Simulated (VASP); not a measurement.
Runs of VASP 6.6.1 on Cu. The structure is that of space group P6_3/mmc (No. 194), or close to it. The cells are those of the table. This isn't the form of Cu at room conditions, which is fcc.

| level | potentials or basis | cell | k mesh | cutoff (eV) | smearing | grid for exact exchange (PRECFOCK) | share of exact exchange | gap on the mesh (eV) | pressure (GPa) |
| --- | --- | --- | --- | --- | --- | --- | --- | --- | --- |
| HF | VASP PAW PBE potentials, release 64 (Cu) | a = 2.860, b = 2.860, c = 4.481 Å, angles 90.0, 90.0, 120.0°, 2 atoms | 6 × 6 × 4 | 520 | fermi-dirac 0.05 eV | Normal | 1 | none | (b) |
| PBE | VASP PAW PBE potentials, release 64 (Cu_sv_GW) | a = 2.534, b = 2.534, c = 4.113 Å, angles 90.0, 90.0, 120.0°, 2 atoms | 12 × 12 × 7 | 820 | gaussian 0.011 eV | - | - | none | 6.2 |
| PBE | VASP PAW PBE potentials, release 64 (Cu_sv_GW) | a = 2.534, b = 2.534, c = 4.113 Å, angles 90.0, 90.0, 120.0°, 2 atoms | 12 × 12 × 7 | 820 | gaussian 0.016 eV | - | - | none | 6.1 |
| PBEsol | VASP PAW PBE potentials, release 64 (Cu_sv_GW) | a = 2.500, b = 2.500, c = 4.057 Å, angles 90.0, 90.0, 120.0°, 2 atoms | 12 × 12 × 7 | 820 | fermi-dirac 0.05 eV | - | - | none | 4.0 |
| BLYP | VASP PAW PBE potentials, release 64 (Cu_sv_GW) | a = 2.633, b = 2.633, c = 4.244 Å, angles 90.0, 90.0, 120.0°, 2 atoms | 12 × 12 × 7 | 820 | fermi-dirac 0.05 eV | - | - | none | -1.1 |
| PBE0 | VASP PAW PBE potentials, release 64 (Cu) | a = 2.584, b = 2.584, c = 4.193 Å, angles 90.0, 90.0, 120.0°, 2 atoms | 8 × 8 × 4 | 520 | fermi-dirac 0.05 eV | Normal | 0.25 | none | (a) |
| PBEsol | VASP PAW PBE potentials, release 64 (Cu_sv_GW) | a = 2.444, b = 2.444, c = 3.984 Å, angles 90.0, 90.0, 120.0°, 2 atoms | 12 × 12 × 7 | 820 | fermi-dirac 0.05 eV | - | - | none | 18.4 |
| PBEsol | VASP PAW PBE potentials, release 64 (Cu_sv_GW) | a = 2.415, b = 2.415, c = 3.939 Å, angles 90.0, 90.0, 120.0°, 2 atoms | 12 × 12 × 7 | 820 | fermi-dirac 0.05 eV | - | - | none | 28.4 |

Alike in all rows: task single point; no spin polarisation.

Estimate the missing entries.

(a) -0.6; (b) -0.8.

Caveats: some runs use coarse meshes; the PAW data sets were made with another functional, which shifts forces and pressure a little (at least some runs); the cell stands under pressure (at least some runs).

A gap of «none» marks levels without a gap at the run's occupations.

The runs don't all hold the same shells in valence.
